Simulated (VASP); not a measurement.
# AlCu3 (Fm-3m) in VASP: notebook

The runs below take AlCu3 through single point, relaxation of cell and atoms, with LDA.

All numbers are computed with VASP 6.6.1; they aren't measurements. Logs are shortened: lines on timing, memory, paths and dates and some standing lists are left out, and cuts for length are marked.

### Step 1. The cell of the first run

Symmetry: Fm-3m, No. 225, cubic system. Conventional cell: a = 5.699 Å, b = 5.699 Å, c = 5.699 Å, α = 90.00°, β = 90.00°, γ = 90.00°. Within 3.3 Å of Al (site symmetry m-3m) lie 14 Cu at 2.47 to 2.85 Å. Within 3.3 Å of Cu (site symmetry m-3m) lie 8 Cu at 2.47 Å and 6 Al at 2.85 Å. Cu (site symmetry -43m) has 4 Al at 2.47 Å and 10 Cu at 2.47 to 2.85 Å within 3.3 Å.

### Step 2. Single point, LDA

The input, INCAR:

```
  ALGO = Fast
  EDIFF = 1E-6
  ENCUT = 520
  ISIF = 2
  ISMEAR = 0
  LASPH = True
  LCHARG = False
  LREAL = False
  LWAVE = False
  NBANDS = 26
  NELM = 80
  PREC = Accurate
  SIGMA = 0.1
```

The input, KPOINTS:

```
k-points
0
Gamma
  12 12 12
```

The input, POSCAR:

```
AlCu3
1.0
    0.0000000000      2.8496077922      2.8496077922
    2.8496077922      0.0000000000      2.8496077922
    2.8496077922      2.8496077922      0.0000000000
Al Cu
1 3
Direct
    0.0000000000      0.0000000000      0.0000000000
    0.5000000000      0.5000000000      0.5000000000
    0.2500000000      0.2500000000      0.2500000000
    0.7500000000      0.7500000000      0.7500000000
```

Potentials or basis: VASP PAW LDA potentials, release 64 (Al, Cu).

On the command line:

```sh
$ cat potpaw_LDA.64/Al/POTCAR potpaw_LDA.64/Cu/POTCAR > POTCAR
$ mpirun -np 1 vasp_std > vasp.out
```

OUTCAR:

```text
EDIFF = 1E-6
   ENCUT = 520
   ISIF = 2
   ISMEAR = 0
   LASPH = True
   LREAL = False
   NELM = 80
   PREC = Accurate

 ion  position               nearest neighbor table
   1  0.000  0.000  0.000-   4 2.47   4 2.47   4 2.47   3 2.47   3 2.47   3 2.47   4 2.47   3 2.47
                             2 2.85   2 2.85   2 2.85   2 2.85   2 2.85   2 2.85
   2  0.500  0.500  0.500-   3 2.47   3 2.47   3 2.47   4 2.47   4 2.47   4 2.47   4 2.47   3 2.47
                             1 2.85   1 2.85   1 2.85   1 2.85   1 2.85   1 2.85
   3  0.250  0.250  0.250-   1 2.47   1 2.47   1 2.47   2 2.47   2 2.47   2 2.47   2 2.47   1 2.47

   4  0.750  0.750  0.750-   2 2.47   2 2.47   2 2.47   1 2.47   1 2.47   1 2.47   2 2.47   1 2.47

  LATTYP: Found a face centered cubic cell.
 ALAT       =     5.6992155844

  Lattice vectors:

 A1 = (   0.0000000000,   2.8496077922,   2.8496077922)
 A2 = (   2.8496077922,   0.0000000000,   2.8496077922)
 A3 = (   2.8496077922,   2.8496077922,   0.0000000000)

Analysis of symmetry for initial positions (statically):
=====================================================================
 Subroutine PRICEL returns:
 Original cell was already a primitive cell.

 Routine SETGRP: Setting up the symmetry group for a
 face centered cubic supercell.

 Subroutine GETGRP returns: Found 48 space group operations
 (whereof 48 operations were pure point group operations)
 out of a pool of 48 trial point group operations.

The static configuration has the point symmetry O_h .

Analysis of symmetry for dynamics (positions and initial velocities):
=====================================================================
 Subroutine PRICEL returns:
 Original cell was already a primitive cell.

 Routine SETGRP: Setting up the symmetry group for a
 face centered cubic supercell.

 Subroutine GETGRP returns: Found 48 space group operations
 (whereof 48 operations were pure point group operations)
 out of a pool of 48 trial point group operations.

The dynamic configuration has the point symmetry O_h .

 Subroutine INISYM returns: Found 48 space group operations
 (whereof 48 operations are pure point group operations),
 and found     1 'primitive' translations

----------------------------------------------------------------------------------------

                                     Primitive cell

  volume of cell :      46.2791

  direct lattice vectors                    reciprocal lattice vectors
     0.000000000  2.849607792  2.849607792    -0.175462743  0.175462743  0.175462743
     2.849607792  0.000000000  2.849607792     0.175462743 -0.175462743  0.175462743
     2.849607792  2.849607792  0.000000000     0.175462743  0.175462743 -0.175462743

  length of vectors
     4.029953987  4.029953987  4.029953987     0.303910386  0.303910386  0.303910386

  position of ions in fractional coordinates (direct lattice)
     0.000000000  0.000000000  0.000000000
     0.500000000  0.500000000  0.500000000
     0.250000000  0.250000000  0.250000000
     0.750000000  0.750000000  0.750000000

  ion indices of the primitive-cell ions
   primitive index   ion index
                 1           1
                 2           2
                 3           3
                 4           4

----------------------------------------------------------------------------------------

 KPOINTS: k-points

Automatic generation of k-mesh.
 Grid dimensions read from file:
 generate k-points for:   12   12   12

 Generating k-lattice:

  Cartesian coordinates                     Fractional coordinates (reciprocal lattice)
    -0.014621895  0.014621895  0.014621895     0.083333333  0.000000000  0.000000000
     0.014621895 -0.014621895  0.014621895     0.000000000  0.083333333  0.000000000
     0.014621895  0.014621895 -0.014621895     0.000000000  0.000000000  0.083333333

  Length of vectors
     0.025325865  0.025325865  0.025325865

  Shift w.r.t. Gamma in fractional coordinates (k-lattice)
     0.000000000  0.000000000  0.000000000

 Subroutine IBZKPT returns following result:
 ===========================================

 Found     72 irreducible k-points:

 Following reciprocal coordinates:
            Coordinates               Weight
  0.000000  0.000000  0.000000      1.000000
  0.083333  0.000000  0.000000      8.000000
  0.166667  0.000000  0.000000      8.000000
  0.250000  0.000000  0.000000      8.000000
  0.333333  0.000000  0.000000      8.000000
  0.416667  0.000000  0.000000      8.000000
[... 16 lines left out ...]
  0.500000  0.166667  0.000000     24.000000
 -0.416667  0.166667  0.000000     24.000000
 [... further k-points ...]
   k-points           NKPTS =     72   k-points in BZ     NKDIM =     72   number of bands    NBANDS=     26
   number of dos      NEDOS =    301   number of ions     NIONS =      4
   total plane-waves  NPLWV =  27000
   dimension x,y,z NGX =    30 NGY =   30 NGZ =   30
   dimension x,y,z NGXF=    60 NGYF=   60 NGZF=   60
   ions per type =               1   3
   NGX,Y,Z   is equivalent  to a cutoff of  12.38, 12.38, 12.38 a.u.
   NGXF,Y,Z  is equivalent  to a cutoff of  24.75, 24.75, 24.75 a.u.
 SYSTEM =  unknown system
   PREC   = accura    normal or accurate (medium, high low for compatibility)
   ISTART =      0    job   : 0-new  1-cont  2-samecut
   ICHARG =      2    charge: 1-file 2-atom 10-const
   ISPIN  =      1    spin polarized calculation?
   LNONCOLLINEAR =      F non collinear calculations
   LSORBIT =      F    spin-orbit coupling
   LASPH  =      T    aspherical Exc in radial PAW
   ENCUT  =  520.0 eV  38.22 Ry    6.18 a.u.   7.49  7.49  7.49*2*pi/ulx,y,z
   NELM   =     80;   NELMIN=  2; NELMDL= -5     # of ELM steps
   EDIFF  = 0.1E-05   stopping-criterion for ELM
   LREAL  =      F    real-space projection
   EDIFFG = 0.1E-04   stopping-criterion for IOM
   NSW    =      0    number of steps for IOM
   IBRION =     -1    ionic relax: 0-MD 1-quasi-New 2-CG
   NFREE  =      0    steps in history (QN), initial steepest desc. (CG)
   ISIF   =      2    stress and relaxation
   ISYM   =      2    0-nonsym 1-usesym 2-fastsym
   POTIM  = 0.5000    time-step for ionic-motion
   TEBEG  =    0.0;   TEEND  =   0.0 temperature during run
   PSTRESS=    0.0 pullay stress
   NELECT =      36.0000    total number of electrons
   NUPDOWN=      -1.0000    fix difference up-down
   EMIN   =  10.00;   EMAX   =-10.00  energy-range for DOS
   EFERMI =   0.00;   METHOD = LEGACY
   ISMEAR =     0;   SIGMA  =   0.10  broadening in eV -4-tet -1-fermi 0-gaus
   EFERMI_NEDOS =   21; number of points for ismear=-14 and -15
   IALGO  =     68    algorithm
   IMIX   =      4    mixing-type and parameters
     AMIX     =   0.40;   BMIX     =  1.00
     AMIX_MAG =   1.60;   BMIX_MAG =  1.00
  volume/ion in A,a.u.               =      11.57        78.08
  Fermi-wavevector in a.u.,A,eV,Ry     =   1.505615  2.845200 30.842724  2.266876
  Thomas-Fermi vector in A             =   2.616440
   LORBIT       =      0    0 simple, 1 ext, 2 COOP (PROOUT), +10 PAW based schemes
   GGA     = CA    functional components
   LHFCALC =     F    Hartree Fock is set to
   AEXX    =    0.0000 exact exchange contribution
   IVDW    =     0    specifies the selected vdW correction
   LEPSILON=     F    determine dielectric tensor
   LRPA    =     F    only Hartree local field effects (RPA)
 non-spin polarized calculation
 RMM-DIIS sequential band-by-band and
 Gauss-broadening in eV      SIGMA  =   0.10
  energy-cutoff  :      520.00
  volume of cell :       46.28
 maximum number of plane-waves:      1283
 NGX is ok and might be reduce to    30
   NGX = 15   NGY = 15   NGZ = 15

 number of electron      36.0000031 magnetization

 Free energy of the ion-electron system (eV)
  ---------------------------------------------------
  ext. energy  EPLUGINS =         0.00000000
  ---------------------------------------------------
  free energy    TOTEN  =       -19.05428839 eV

  energy without entropy =      -19.04950857  energy(sigma->0) =      -19.05189848

 E-fermi :   8.9653     XC(G=0): -12.8534

 val. band max:        8.9365372230   @ k =   0.3333   0.2500   0.0833
 cond. band min:       8.9714386169   @ k =  -0.1667   0.1667   0.0000
 fundamental gap:      0.0349013939
 Fermi energy:         8.9653238983

 k-point     1 :       0.0000    0.0000    0.0000
  band No.  band energies     occupation
      1      -1.9225      2.00000
      2       3.9985      2.00000
      3       3.9985      2.00000
      4       4.1049      2.00000
      5       4.1049      2.00000
      6       4.1049      2.00000
[... 18 lines left out ...]
     25      15.9371      0.00000
     26      15.9371      0.00000

 k-point     2 :       0.0833    0.0000    0.0000
  band No.  band energies     occupation
      1      -1.8233      2.00000
      2       3.9743      2.00000
      3       3.9743      2.00000
      4       4.0655      2.00000
      5       4.1735      2.00000
      6       4.1735      2.00000
[... 18 lines left out ...]
     25      15.6508      0.00000
     26      15.8915      0.00000

 k-point     3 :       0.1667    0.0000    0.0000
  band No.  band energies     occupation
      1      -1.5279      2.00000
      2       3.9520      2.00000
      3       3.9682      2.00000
      4       3.9682      2.00000
      5       4.3045      2.00000
      6       4.3045      2.00000
[... 18 lines left out ...]
     25      15.5502      0.00000
     26      16.3340      0.00000

 k-point     4 :       0.2500    0.0000    0.0000
  band No.  band energies     occupation
      1      -1.0438      2.00000
      2       3.7168      2.00000
      3       4.0029      2.00000
      4       4.0029      2.00000
      5       4.4484      2.00000
      6       4.4484      2.00000
[... 18 lines left out ...]
     25      16.3375      0.00000
     26      17.3346      0.00000

 k-point     5 :       0.3333    0.0000    0.0000
  band No.  band energies     occupation
      1      -0.3852      2.00000
      2       3.1885      2.00000
      3       4.0670      2.00000
      4       4.0670      2.00000
      5       4.5687      2.00000
      6       4.5687      2.00000
[... 18 lines left out ...]
     25      17.4938      0.00000
     26      18.6285      0.00000

 k-point     6 :       0.4167    0.0000    0.0000
  band No.  band energies     occupation
      1       0.4196      2.00000
      2       2.3529      2.00000
      3       4.1326      2.00000
      4       4.1326      2.00000
      5       4.5916      2.00000
      6       4.6359      2.00000
[... 427 lines left out ...]
 k-point    21 :       0.3333    0.1667    0.0000
  band No.  band energies     occupation
      1      -0.5088      2.00000
      2       3.3585      2.00000
      3       4.1038      2.00000
      4       4.2613      2.00000
      5       4.3976      2.00000
      6       4.4833      2.00000
[... 18 lines left out ...]
     25      18.8206      0.00000
     26      19.4260      0.00000

 k-point    22 :       0.4167    0.1667    0.0000
  band No.  band energies     occupation
      1       0.1858      2.00000
      2       2.9722      2.00000
      3       3.9234      2.00000
      4       4.3173      2.00000
      5       4.3678      2.00000
      6       4.5641      2.00000
[... 18 lines left out ...]
     25      19.7152      0.00000
     26      20.7642      0.00000

 k-point    23 :       0.5000    0.1667    0.0000
  band No.  band energies     occupation
      1       0.9910      2.00000
      2       2.2570      2.00000
      3       3.8724      2.00000
      4       4.3304      2.00000
      5       4.3629      2.00000
      6       4.6108      2.00000
[... 18 lines left out ...]
     25      19.6956      0.00000
     26      21.1671      0.00000

 k-point    24 :      -0.4167    0.1667    0.0000
  band No.  band energies     occupation
      1       1.2413      2.00000
      2       2.0241      2.00000
      3       3.8984      2.00000
      4       4.2666      2.00000
      5       4.3453      2.00000
      6       4.6374      2.00000
[... 18 lines left out ...]
     25      18.3548      0.00000
     26      19.6464      0.00000

 [... further k-points ...]

------------------------ aborting loop because EDIFF is reached ----------------------------------------

  FORCE on cell =-STRESS in cart. coord.  units (eV):
  Direction    XX          YY          ZZ          XY          YZ          ZX
  --------------------------------------------------------------------------------------
  -------------------------------------------------------------------------------------
  Total        0.1846218      0.1846218      0.1846218      0.0000000     -0.0000000      0.0000000
  in kB        6.3915817      6.3915817      6.3915817      0.0000000     -0.0000000      0.0000000
  external PRESSURE =       6.3915817 kB  Pullay stress =       0.0000000 kB

 VOLUME and BASIS-vectors are now :
 -----------------------------------------------------------------------------
  energy-cutoff  :      520.00
  volume of cell :       46.28
      direct lattice vectors                 reciprocal lattice vectors
     0.000000000  2.849607792  2.849607792    -0.175462743  0.175462743  0.175462743
     2.849607792  0.000000000  2.849607792     0.175462743 -0.175462743  0.175462743
     2.849607792  2.849607792  0.000000000     0.175462743  0.175462743 -0.175462743

 POSITION                                       TOTAL-FORCE (eV/Angst)
 -----------------------------------------------------------------------------------
      0.00000      0.00000      0.00000        -0.000000     -0.000000     -0.000000
      2.84961      2.84961      2.84961        -0.000000     -0.000000     -0.000000
      1.42480      1.42480      1.42480        -0.000000     -0.000000     -0.000000
      4.27441      4.27441      4.27441         0.000000      0.000000      0.000000
 -----------------------------------------------------------------------------------
    total drift:                                0.000000     -0.000000      0.000000

  FREE ENERGIE OF THE ION-ELECTRON SYSTEM (eV)
  ---------------------------------------------------
  free  energy   TOTEN  =       -19.0542883874 eV

  energy  without entropy=      -19.0495085708  energy(sigma->0) =      -19.05189848
```

Wall time 47 s (1 thread of Intel Xeon 6975P-C (Granite Rapids), shared host); peak memory 0.19 GiB.

Results:

```yaml
Free_energy: -19.0543 eV
Pressure: 0.6 GPa
Band_gap_on_the_k_mesh: zero (band 18 reaches 12.81 eV, above the bottom of band 19 at 6.78 eV)
```

[end of part 1 of 2]
